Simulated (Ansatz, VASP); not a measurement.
**Two plane-wave programs on BHPb**

```
H Pb B
1.0
     3.37795    0.00000    0.00000
     1.68897   -7.33592    0.00000
     0.00000    0.00000   -3.27286
H Pb B
2 2 2
Direct
  0.91002 0.17996 0.75000
  0.08998 0.82004 0.25000
  0.30058 0.39884 0.25000
  0.69942 0.60116 0.75000
  0.46450 0.07100 0.25000
  0.53550 0.92900 0.75000
```

Alike in both runs: task single point; functional r2SCAN; k mesh 8 × 8 × 8; no spin polarisation.

|  | VASP | Ansatz |
| --- | --- | --- |
| version | VASP 6.6.1 | Ansatz 0.2.0 |
| potentials or method | VASP PAW PBE potentials, release 64 (H, Pb_d, B), cutoff 520 eV | PAW plane waves |
| occupations | fermi-dirac, width 0.1 eV | fermi-dirac |
| valence electrons in the cell | 36 | 36 |

|  | VASP | Ansatz | Ansatz less VASP |
| --- | --- | --- | --- |
| pressure (GPa) | 12.3 | 12.2 | -0.06 |
| traceless stress, the component that is largest in VASP (GPa) | -11.76 | -11.65 | +0.108 |
| rms of the force components (eV/Å) | 2.078 | 2.067 | -0.0110 |

VASP's potentials were made for PBE, not for r2SCAN. Atom by atom the forces differ by 0.012 eV/Å (rms over components).

Spin-orbit coupling is off throughout.
